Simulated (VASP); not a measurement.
Co, 2 atoms in the cell. The structure is hexagonal, space group P6_3/mmc (No. 194). The conventional cell has a = 2.527 Å, b = 2.527 Å, c = 4.119 Å, α = 90.00°, β = 90.00°, γ = 120.00°. Co (site symmetry -6m2) has 12 Co at 2.52 to 2.53 Å within 3.3 Å. 

- Program: VASP 6.6.1
- Task: single point
- Functional: PBE
- Potentials or basis: VASP PAW PBE potentials, release 64 (Co)
- Cutoff: 520 eV
- k mesh: 13 × 13 × 7
- Occupations: fermi-dirac, width 0.1 eV
- Spin: collinear spin, ferromagnetic start
- Starting moments: [3.0, 3.0] μB
- Dipole correction: no
- Further INCAR settings: ALGO = Normal; EDIFF = 1e-06; NBANDS = 20; ISYM = 0

Potentials or basis: VASP PAW PBE potentials, release 64 (Co).

The run is started by

```sh
$ cat potpaw_PBE.64/Co/POTCAR > POTCAR
$ mpirun -np 1 vasp_std > vasp.out
```

Hardware: 1 thread of Intel(R) Xeon(R) Platinum 8488C (Sapphire Rapids), with other jobs on the host.

**Question.** How long does it take, and how much memory?

**Answer.** It took 5.2 min on 1 thread of Intel(R) Xeon(R) Platinum 8488C (Sapphire Rapids), with other jobs on the host, peak memory 0.44 GiB. Counts: scf iterations 14, k points 592.
